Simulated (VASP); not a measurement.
WS2: relaxation of cell and atoms with r2SCAN

Crystal: WS2.

```xyz
6
Lattice="5.1336 0.0000 0.0000 0.0000 5.1336 0.0000 0.0000 0.0000 5.1336" Properties=species:S:1:pos:R:3 pbc="T T T"
W     0.0000    0.0000    0.0000
W     2.5668    2.5668    2.5668
S     1.2834    1.2834    1.2834
S     1.2834    3.8502    3.8502
S     3.8502    3.8502    1.2834
S     3.8502    1.2834    3.8502
```

* Program: VASP 6.6.1
* Task: relaxation of cell and atoms
* Functional: r2SCAN
* Potentials or basis: VASP PAW PBE potentials, release 64 (W_sv, S)
* Cutoff: 600 eV
* k mesh: 8 × 8 × 8
* Occupations: gaussian, width 0.1 eV
* Spin: no spin polarisation
* Dipole correction: no
* Further INCAR settings: ALGO = Normal; EDIFF = 1e-07; IBRION = 2; EDIFFG = -0.01; NSW = 100; ISIF = 3

The relaxed volume is 22.51 Å³/atom. The relaxed cell is a = 5.131 Å, b = 5.131 Å, c = 5.131 Å, α = 90.00°, β = 90.00°, γ = 90.00° and the space group after relaxing (to 0.1 Å) is Pn-3m (No. 224). The energy gained by relaxing is 0.0 meV/atom and the ionic steps are 3. The pressure after relaxing is 0.0 GPa and the band gap on the k mesh is zero (bands 26 and 27 overlap by 1.28 eV).

Step by step:
```tsv
step	energy change (eV)	largest force (eV/Å)	pressure (GPa)	volume (Å³)
1	0.0000	0.0000	-0.19	135.29
2	0.0001	0.0000	0.27	134.78
3	-0.0001	0.0000	0.01	135.08
```

Final structure:
```xyz
6
Lattice="5.1309 0.0000 0.0000 0.0000 5.1309 0.0000 0.0000 0.0000 5.1309" Properties=species:S:1:pos:R:3 pbc="T T T"
W     0.0000    0.0000    0.0000
W     2.5654    2.5654    2.5654
S     1.2827    1.2827    1.2827
S     1.2827    3.8482    3.8482
S     3.8482    3.8482    1.2827
S     3.8482    1.2827    3.8482
```

Levels at points of the mesh, in eV from the Fermi level:
```tsv
k point	band 24	band 25	band 26	band 27	band 28	band 29
(0.00, 0.00, 0.00)	-2.20	-1.42	-1.42	-0.98	-0.98	-0.98
(0.50, 0.00, 0.00)	-2.56	-0.48	-0.48	1.36	1.36	1.64
(0.50, 0.50, 0.00)	-2.68	-0.45	-0.45	1.61	1.61	1.67
(0.50, 0.50, 0.50)	-1.55	-1.33	-1.33	0.06	0.06	0.06
```

Wall time 35 min on 1 thread of Oxide Virtual Turin-like Processor, with other jobs on the host, peak memory 0.35 GiB.

Caveat: the PAW data sets were made with another functional, which shifts forces and pressure a little; spin-orbit coupling is left out, which moves the levels of the heavy elements.
